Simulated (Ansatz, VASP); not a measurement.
One calculation of Os, two programs

```
CELL_PARAMETERS angstrom
2.73410 0.00000 0.00000
-1.36705 2.33228 0.00000
0.00000 0.00000 4.31970
ATOMIC_POSITIONS crystal
Os 0.33333 0.66667 0.25000
Os 0.66667 0.33333 0.75000
```

Change from the starting cell: strain -0.0150 x Voigt [0, 1, 0, 0, 0, 0], atoms carried along.

Alike in both runs: task single point; functional PBEsol; k mesh 21 × 21 × 12; occupations gaussian, width 0.15 eV; no spin polarisation.

```csv
,VASP,Ansatz
version,VASP 6.6.1,Ansatz 0.2.0
potentials or method,"VASP PAW PBE potentials, release 64 (Os), cutoff 520 eV","scalar-relativistic, plane waves, PAW"
valence electrons in the cell,16,32
```

Ansatz gave:

* gap on the k mesh at the Fermi level (eV): none
* pressure (GPa): 3.8
* traceless stress, the component that is largest in VASP (GPa): 5.98
* rms of the force components (eV/Å): 0.025

Question: Which values does VASP return?

Answer: gap on the k mesh at the Fermi level (eV): none; pressure (GPa): 4.3; traceless stress, the component that is largest in VASP (GPa): 5.99; rms of the force components (eV/Å): 0.024.

VASP's potentials were made for PBE, not for PBEsol. Atom by atom the forces differ by 0.001 eV/Å (rms over components). A gap of «none» marks a metal or a gap that the smearing closes. VASP's potentials hold 16 valence electrons a cell and Ansatz's 32, so a difference there can come from the potentials and not from the codes.

Spin-orbit coupling is off throughout.
